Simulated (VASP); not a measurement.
The system is Sc.

```
Sc
1.0
     1.84000    1.84000    1.84000
    -1.84000    1.84000    1.84000
    -1.84000   -1.84000    1.84000
Sc
1
Direct
  0.00000 0.00000 0.00000
```

| Item | Value |
| --- | --- |
| Program | VASP 6.6.1 |
| Task | relaxation of cell and atoms |
| Functional | PBEsol |
| Potentials or basis | VASP PAW PBE potentials, release 64 (Sc_sv) |
| Cutoff | 600 eV |
| k mesh | 9 × 9 × 9 |
| Occupations | fermi-dirac, width 0.1 eV |
| Spin | no spin polarisation |

At the start: pressure -2.0 GPa; volume 24.92 Å³/atom.

**Question.** Where does the relaxation end?

**Answer.** Over 3 steps the energy falls by 6.0 meV/atom and the volume is 23.98 Å³/atom (-3.8 %); space group Im-3m (No. 229, to 0.05 Å).

Step by step:
| step | energy change (eV) | largest force (eV/Å) | pressure (GPa) | volume (Å³) |
| --- | --- | --- | --- | --- |
| 1 | 0.0000 | 0.0000 | -2.00 | 24.92 |
| 2 | -0.0058 | 0.0000 | 0.39 | 23.81 |
| 3 | -0.0060 | 0.0000 | 0.00 | 23.98 |

Final structure:
```yaml
crystal:
  lattice:
    - [1.81664, 1.81664, 1.81664]
    - [-1.81664, 1.81664, 1.81664]
    - [-1.81664, -1.81664, 1.81664]
  atoms:
    - { symbol: Sc, position: [0.00000, 0.00000, 0.00000] }
```

Caveat: the PAW data sets were made with another functional, which shifts forces and pressure a little.
